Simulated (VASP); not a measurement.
# Ga2CuP2 in VASP: single point with PBE+D3(BJ)

Aim: the single point of Ga2CuP2 with PBE+D3(BJ).

Everything below comes from runs of VASP 6.6.1. Logs are shortened: lines on timing, memory, paths and dates and some standing lists are left out, and cuts for length are marked.

## (1) The cell of the first run

The cell holds a slab with vacuum, 5 atoms: a = 3.851 Å, b = 3.851 Å, c = 21.329 Å, α = 90.00°, β = 90.00°, γ = 120.00°.

## (2) Single point, PBE+D3(BJ), collinear spin

INCAR

```
SYSTEM = Ga2CuP2
PREC = Accurate
ENCUT = 520
EDIFF = 1E-6
ISMEAR = 0
SIGMA = 0.05
LREAL = .False.
LASPH = .True.
NELM = 200
ALGO = Normal
ISIF = 2
LWAVE = .False.
LCHARG = .False.
ISPIN = 2
MAGMOM = 0 0 0 0 1
LORBIT = 11
LMAXMIX = 4
LDIPOL = .True.
IDIPOL = 3
DIPOL = 0.5 0.5 0.326
GGA = PE
IVDW = 12
NBANDS = 36
GGA_COMPAT = .False.
NELMDL = -8
```

KPOINTS

```
regular mesh
0
Gamma
  9 9 1
  0 0 0
```

POSCAR

```
Ga2CuP2
1.0
    3.8511296008      0.0000000000      0.0000000000
   -1.9255648004      3.3351760676      0.0000000000
    0.0000000000      0.0000000000     21.3288384494
P Ga Cu
2 2 1
Direct
    0.0000000000      0.0000000000      0.1875395141
    0.3333333333      0.6666666667      0.3446989836
    0.3333333333      0.6666666667      0.2243961175
    0.6666666667      0.3333333333      0.3717426276
    1.3333333333      0.6666666667      0.5030202875
```

Potentials or basis: VASP PAW PBE potentials, release 64 (P, Ga_d, Cu).

The run is started by

```
> cat potpaw_PBE.64/P/POTCAR potpaw_PBE.64/Ga_d/POTCAR potpaw_PBE.64/Cu/POTCAR > POTCAR
> mpirun -np 1 vasp_std > vasp.out
```

OUTCAR:

```text
SYSTEM = Ga2CuP2
   PREC = Accurate
   ENCUT = 520
   EDIFF = 1E-6
   ISMEAR = 0
   LREAL = .False.
   LASPH = .True.
   NELM = 200
   ISIF = 2
   ISPIN = 2
   LORBIT = 11
   GGA = PE
   IVDW = 12
   NELMDL = -8
 IVDW          = 12

 ion  position               nearest neighbor table
   1  0.000  0.000  0.188-   3 2.36   3 2.36   3 2.36
   2  0.333  0.667  0.345-   4 2.30   4 2.30   4 2.30   3 2.57
   3  0.333  0.667  0.224-   1 2.36   1 2.36   1 2.36   2 2.57
   4  0.667  0.333  0.372-   2 2.30   2 2.30   2 2.30
   5  0.333  0.667  0.503-

  LATTYP: Found a hexagonal cell.
 ALAT       =     3.8511296008
 C/A-ratio  =     5.5383330763

  Lattice vectors:

 A1 = (   3.8511296008,   0.0000000000,   0.0000000000)
 A2 = (  -1.9255648004,   3.3351760676,   0.0000000000)
 A3 = (   0.0000000000,   0.0000000000,  21.3288384494)

Analysis of symmetry for initial positions (statically):
=====================================================================
 Subroutine PRICEL returns:
 Original cell was already a primitive cell.

 Routine SETGRP: Setting up the symmetry group for a
 hexagonal supercell.

 Subroutine GETGRP returns: Found  6 space group operations
 (whereof  6 operations were pure point group operations)
 out of a pool of 24 trial point group operations.

The static configuration has the point symmetry C_3v.

Analysis of symmetry for dynamics (positions and initial velocities):
=====================================================================
 Subroutine PRICEL returns:
 Original cell was already a primitive cell.

 Routine SETGRP: Setting up the symmetry group for a
 hexagonal supercell.

 Subroutine GETGRP returns: Found  6 space group operations
 (whereof  6 operations were pure point group operations)
 out of a pool of 24 trial point group operations.

The dynamic configuration has the point symmetry C_3v.

Analysis of structural, dynamic, and magnetic symmetry:
=====================================================================
 Subroutine PRICEL returns:
 Original cell was already a primitive cell.

 Routine SETGRP: Setting up the symmetry group for a
 hexagonal supercell.

 Subroutine GETGRP returns: Found  6 space group operations
 (whereof  6 operations were pure point group operations)
 out of a pool of 24 trial point group operations.

The overall configuration has the point symmetry C_3v.

 Subroutine INISYM returns: Found  6 space group operations
 (whereof  6 operations are pure point group operations),
 and found     1 'primitive' translations

----------------------------------------------------------------------------------------

                                     Primitive cell

  volume of cell :     273.9518

  direct lattice vectors                    reciprocal lattice vectors
     3.851129601  0.000000000  0.000000000     0.259664074  0.149917123  0.000000000
    -1.925564800  3.335176068  0.000000000     0.000000000  0.299834246  0.000000000
     0.000000000  0.000000000 21.328838449     0.000000000  0.000000000  0.046884879

  length of vectors
     3.851129601  3.851129601 21.328838449     0.299834246  0.299834246  0.046884879

  position of ions in fractional coordinates (direct lattice)
     0.000000000  0.000000000  0.187539514
     0.333333333  0.666666667  0.344698984
     0.333333333  0.666666667  0.224396117
     0.666666667  0.333333333  0.371742628
     0.333333333  0.666666667  0.503020287

  ion indices of the primitive-cell ions
   primitive index   ion index
                 1           1
                 2           2
                 3           3
                 4           4
                 5           5

----------------------------------------------------------------------------------------

 KPOINTS: regular mesh

Automatic generation of k-mesh.
 Grid dimensions read from file:
 generate k-points for:    9    9    1

 Generating k-lattice:

  Cartesian coordinates                     Fractional coordinates (reciprocal lattice)
     0.028851564  0.016657458  0.000000000     0.111111111  0.000000000  0.000000000
     0.000000000  0.033314916  0.000000000     0.000000000  0.111111111  0.000000000
     0.000000000  0.000000000  0.046884879     0.000000000  0.000000000  1.000000000

  Length of vectors
     0.033314916  0.033314916  0.046884879

  Shift w.r.t. Gamma in fractional coordinates (k-lattice)
     0.000000000  0.000000000  0.000000000

 Subroutine IBZKPT returns following result:
 ===========================================

 Found     12 irreducible k-points:

 Following reciprocal coordinates:
            Coordinates               Weight
  0.000000  0.000000  0.000000      1.000000
  0.111111 -0.000000  0.000000      6.000000
  0.222222 -0.000000  0.000000      6.000000
  0.333333 -0.000000  0.000000      6.000000
  0.444444 -0.000000  0.000000      6.000000
  0.111111  0.111111  0.000000      6.000000
  0.222222  0.111111  0.000000     12.000000
  0.333333  0.111111  0.000000     12.000000
  0.444444  0.111111  0.000000      6.000000
  0.222222  0.222222  0.000000      6.000000
  0.333333  0.222222  0.000000     12.000000
  0.333333  0.333333  0.000000      2.000000
   k-points           NKPTS =     12   k-points in BZ     NKDIM =     12   number of bands    NBANDS=     36
   number of dos      NEDOS =    301   number of ions     NIONS =      5
   total plane-waves  NPLWV = 144000
   dimension x,y,z NGX =    30 NGY =   30 NGZ =  160
   dimension x,y,z NGXF=    60 NGYF=   60 NGZF=  320
   ions per type =               2   2   1
   NGX,Y,Z   is equivalent  to a cutoff of  12.95, 12.95, 12.47 a.u.
   NGXF,Y,Z  is equivalent  to a cutoff of  25.90, 25.90, 24.94 a.u.
 SYSTEM =  Ga2CuP2
   PREC   = accura    normal or accurate (medium, high low for compatibility)
   ISTART =      0    job   : 0-new  1-cont  2-samecut
   ICHARG =      2    charge: 1-file 2-atom 10-const
   ISPIN  =      2    spin polarized calculation?
   LNONCOLLINEAR =      F non collinear calculations
   LSORBIT =      F    spin-orbit coupling
   LASPH  =      T    aspherical Exc in radial PAW
   ENCUT  =  520.0 eV  38.22 Ry    6.18 a.u.   7.16  7.16 39.66*2*pi/ulx,y,z
   NELM   =    200;   NELMIN=  2; NELMDL= -8     # of ELM steps
   EDIFF  = 0.1E-05   stopping-criterion for ELM
   LREAL  =      F    real-space projection
   EDIFFG = 0.1E-04   stopping-criterion for IOM
   NSW    =      0    number of steps for IOM
   IBRION =     -1    ionic relax: 0-MD 1-quasi-New 2-CG
   NFREE  =      0    steps in history (QN), initial steepest desc. (CG)
   ISIF   =      2    stress and relaxation
   ISYM   =      2    0-nonsym 1-usesym 2-fastsym
   POTIM  = 0.5000    time-step for ionic-motion
   TEBEG  =    0.0;   TEEND  =   0.0 temperature during run
   PSTRESS=    0.0 pullay stress
   NELECT =      47.0000    total number of electrons
   NUPDOWN=      -1.0000    fix difference up-down
   EMIN   =  10.00;   EMAX   =-10.00  energy-range for DOS
   EFERMI =   0.00;   METHOD = LEGACY
   ISMEAR =     0;   SIGMA  =   0.05  broadening in eV -4-tet -1-fermi 0-gaus
   EFERMI_NEDOS =   21; number of points for ismear=-14 and -15
   IALGO  =     38    algorithm
   IMIX   =      4    mixing-type and parameters
     AMIX     =   0.40;   BMIX     =  1.00
     AMIX_MAG =   1.60;   BMIX_MAG =  1.00
  volume/ion in A,a.u.               =      54.79       369.74
  Fermi-wavevector in a.u.,A,eV,Ry     =   0.909668  1.719023 11.258756  0.827495
  Thomas-Fermi vector in A             =   2.033739
   LORBIT       =     11    0 simple, 1 ext, 2 COOP (PROOUT), +10 PAW based schemes
   GGA     = PE    functional components
   LHFCALC =     F    Hartree Fock is set to
   AEXX    =    0.0000 exact exchange contribution
   IVDW    =    12    specifies the selected vdW correction
   LEPSILON=     F    determine dielectric tensor
   LRPA    =     F    only Hartree local field effects (RPA)
 spin polarized calculation
 Gauss-broadening in eV      SIGMA  =   0.05
  energy-cutoff  :      520.00
  volume of cell :      273.95
 maximum number of plane-waves:      7437
 NGX is ok and might be reduce to    30
   NGX = 15   NGY = 15   NGZ = 79

 dipolmoment           0.000000      0.000000      0.097192 electrons x Angstroem

 number of electron      47.0000009 magnetization       0.1235935

 dipolmoment           0.000000      0.000000     -0.097428 electrons x Angstroem

 Free energy of the ion-electron system (eV)
  ---------------------------------------------------
  ext. energy  EPLUGINS =         0.00000000
  ---------------------------------------------------
  free energy    TOTEN  =       -18.02584519 eV

  energy without entropy =      -18.01877659  energy(sigma->0) =      -18.02231089

 E-fermi :  -1.7569     XC(G=0):  -4.5451

 val. band max:       -1.7669405001   @ k =   0.2222   0.2222   0.0000
 cond. band min:      -1.7442201473   @ k =   0.1111  -0.0000   0.0000
 fundamental gap:      0.0227203528
 Fermi energy:        -1.7569069153

 spin component 1

 k-point     1 :       0.0000    0.0000    0.0000
  band No.  band energies     occupation
      1     -17.2540      1.00000
      2     -17.1587      1.00000
      3     -17.1587      1.00000
      4     -17.0853      1.00000
      5     -17.0853      1.00000
      6     -15.9324      1.00000
[... 27 lines left out ...]
     34       3.9222      0.00000
     35       4.8766      0.00000

 k-point     2 :       0.1111   -0.0000    0.0000
  band No.  band energies     occupation
      1     -17.2510      1.00000
      2     -17.1614      1.00000
      3     -17.1553      1.00000
      4     -17.0871      1.00000
      5     -17.0827      1.00000
      6     -15.9291      1.00000
[... 27 lines left out ...]
     34       4.0825      0.00000
     35       4.6225      0.00000
[... 340 lines left out ...]
     34       5.0935      0.00000
     35       5.9526      0.00000

 k-point    12 :       0.3333    0.3333    0.0000
  band No.  band energies     occupation
      1     -17.2466      1.00000
      2     -17.1554      1.00000
      3     -17.1451      1.00000
      4     -17.0914      1.00000
      5     -17.0649      1.00000
      6     -15.9211      1.00000
[... 27 lines left out ...]
     34       5.4448      0.00000
     35       5.8540      0.00000
 Fermi energy:        -1.7569069153

 spin component 2

 k-point     1 :       0.0000    0.0000    0.0000
  band No.  band energies     occupation
      1     -17.2531      1.00000
      2     -17.1584      1.00000
      3     -17.1584      1.00000
      4     -17.0849      1.00000
      5     -17.0849      1.00000
      6     -15.9294      1.00000
[... 27 lines left out ...]
     34       3.9484      0.00000
     35       4.8937      0.00000

 k-point     2 :       0.1111   -0.0000    0.0000
  band No.  band energies     occupation
      1     -17.2501      1.00000
      2     -17.1610      1.00000
      3     -17.1550      1.00000
      4     -17.0867      1.00000
      5     -17.0824      1.00000
      6     -15.9260      1.00000
[... 27 lines left out ...]
     34       4.1062      0.00000
     35       4.6418      0.00000
[... 340 lines left out ...]
     34       5.1059      0.00000
     35       5.9747      0.00000

 k-point    12 :       0.3333    0.3333    0.0000
  band No.  band energies     occupation
      1     -17.2460      1.00000
      2     -17.1547      1.00000
      3     -17.1448      1.00000
      4     -17.0910      1.00000
      5     -17.0646      1.00000
      6     -15.9173      1.00000
[... 27 lines left out ...]
     34       5.4677      0.00000
     35       5.8651      0.00000
 [bands above 35 left out]

------------------------ aborting loop because EDIFF is reached ----------------------------------------

 vacuum level on the upper side and lower side of the slab       (xc-potential included)        -0.670         0.668

 Edisp (eV)   -1.18481

 E8    (eV) :    -0.5227

  FORCE on cell =-STRESS in cart. coord.  units (eV):
  Direction    XX          YY          ZZ          XY          YZ          ZX
  --------------------------------------------------------------------------------------
  -------------------------------------------------------------------------------------
  Total      -2.66450    -2.66450    -1.86950     0.00000     0.00000     0.00000
  in kB     -15.58307   -15.58307   -10.93356     0.00000     0.00000     0.00000
  external pressure =      -14.03 kB  Pullay stress =        0.00 kB

 VOLUME and BASIS-vectors are now :
 -----------------------------------------------------------------------------
  energy-cutoff  :      520.00
  volume of cell :      273.95
      direct lattice vectors                 reciprocal lattice vectors
     3.851129601  0.000000000  0.000000000     0.259664074  0.149917123  0.000000000
    -1.925564800  3.335176068  0.000000000     0.000000000  0.299834246  0.000000000
     0.000000000  0.000000000 21.328838449     0.000000000  0.000000000  0.046884879

 POSITION                                       TOTAL-FORCE (eV/Angst)
 -----------------------------------------------------------------------------------
      0.00000      0.00000      4.00000        -0.000000      0.000000      0.363386
     -0.00000      2.22345      7.35203        -0.000000     -0.000000     -0.289432
     -0.00000      2.22345      4.78611        -0.000000      0.000000     -0.264318
      1.92556      1.11173      7.92884         0.000000     -0.000000      0.698255
     -0.00000      2.22345     10.72884        -0.000000      0.000000     -0.507892
 -----------------------------------------------------------------------------------
    total drift:                               -0.000000      0.000001      0.001678

  FREE ENERGIE OF THE ION-ELECTRON SYSTEM (eV)
  ---------------------------------------------------
  free  energy   TOTEN  =       -19.2106572841 eV

  energy  without entropy=      -19.2035886860  energy(sigma->0) =      -19.20712299

 vacuum level on the upper side and lower side of the slab         2.924         4.283

 total charge

# of ion       s       p       d       tot
------------------------------------------
    1        1.065   1.416   0.000   2.481
    2        1.040   1.489   0.000   2.529
    3        0.889   0.774   9.999  11.662
    4        0.905   0.770   9.997  11.671
    5        0.324   0.033   9.337   9.694
--------------------------------------------------
tot          4.223   4.483  29.332  38.038

 magnetization (x)

# of ion       s       p       d       tot
------------------------------------------
    1        0.001   0.025   0.000   0.026
    2        0.000   0.007   0.000   0.007
    3       -0.001   0.006   0.002   0.007
    4       -0.000   0.001   0.000   0.002
    5        0.011   0.002   0.001   0.013
--------------------------------------------------
tot          0.010   0.041   0.004   0.056
```

It took 24 min on 1 thread of Intel Xeon 8259CL, shared host; peak memory 0.6 GiB.

Results:

* Free energy: -19.2107 eV
* Largest force: 0.698 eV/Å
* Net moment: 0.12 μB per cell
* Site moments: P +0.03, +0.01; Ga +0.01, +0.00; Cu +0.01 μB
* Valence electrons inside the program's atomic spheres: P 2.48, 2.53; Ga 11.66, 11.67; Cu 9.69
* Dispersion energy per atom: -0.237 eV

Forces in eV/Å, atoms in the order of the input:
```
P    0.000  0.000  0.363
P    0.000  0.000 -0.289
Ga   0.000  0.000 -0.264
Ga   0.000  0.000  0.698
Cu   0.000  0.000 -0.508
```

Levels at points of the mesh, in eV from the Fermi level:
Spin up:
```csv
k point,band 20,band 21,band 22,band 23,band 24,band 25,band 26,band 27,band 28,band 29
"(0.00, 0.00, 0.00)",-1.08,-1.08,-0.78,0.20,0.20,1.03,1.82,2.94,3.82,3.82
```
Spin down:
```tsv
k point	band 20	band 21	band 22	band 23	band 24	band 25	band 26	band 27
(0.00, 0.00, 0.00)	-1.08	-1.08	-0.75	0.24	0.24	1.04	1.85	2.97
```
